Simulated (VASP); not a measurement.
A run of VASP 6.6.1 is set up as follows.

Contents of INCAR:

```
SYSTEM = Ag
  PREC = Accurate
  ENCUT = 600
  EDIFF = 1E-7
  ISMEAR = -1
  SIGMA = 0.1
  LREAL = .False.
  LASPH = .True.
  NELM = 60
  ALGO = Normal
  ISIF = 3
  LWAVE = .False.
  LCHARG = .False.
  GGA = PE
  IBRION = 2
  NSW = 80
  EDIFFG = -0.01
```

The input KPOINTS:

```
Automatic mesh
0
Gamma
  10 10 10
  0 0 0
```

POSCAR

```
Ag
1.0
    0.0000000000      2.8449690438      2.8449690438
    2.8449690438      0.0000000000      2.8449690438
    2.8449690438      2.8449690438      0.0000000000
Ag
2
Direct
    0.1250000000      0.1250000000      0.1250000000
    0.8750000000      0.8750000000      0.8750000000
```

Potentials or basis: VASP PAW PBE potentials, release 64 (Ag).

Command:

```bash
$ cat potpaw_PBE.64/Ag/POTCAR > POTCAR
$ mpirun -np 1 vasp_std > vasp.out
```

Problem. Predict the band gap on the k mesh.

Solution. Zero (bands 11 and 12 overlap by 0.93 eV).

Problem. Predict the relaxed cell.

Solution. a = 4.396 Å, b = 4.396 Å, c = 4.396 Å, α = 60.00°, β = 60.00°, γ = 60.00°.

Problem. Predict the relaxed volume.

Solution. 30.03 Å³/atom.

Problem. Estimate the space group after relaxing (to 0.1 Å).

Solution. Fd-3m (No. 227).

Final structure:
```
CELL_PARAMETERS angstrom
0.00000 3.10817 3.10817
3.10817 0.00000 3.10817
3.10817 3.10817 0.00000
ATOMIC_POSITIONS crystal
Ag 0.12500 0.12500 0.12500
Ag 0.87500 0.87500 0.87500
```

Caveat: the volume moved by over 15 % at a fixed basis, so the end points are rough.
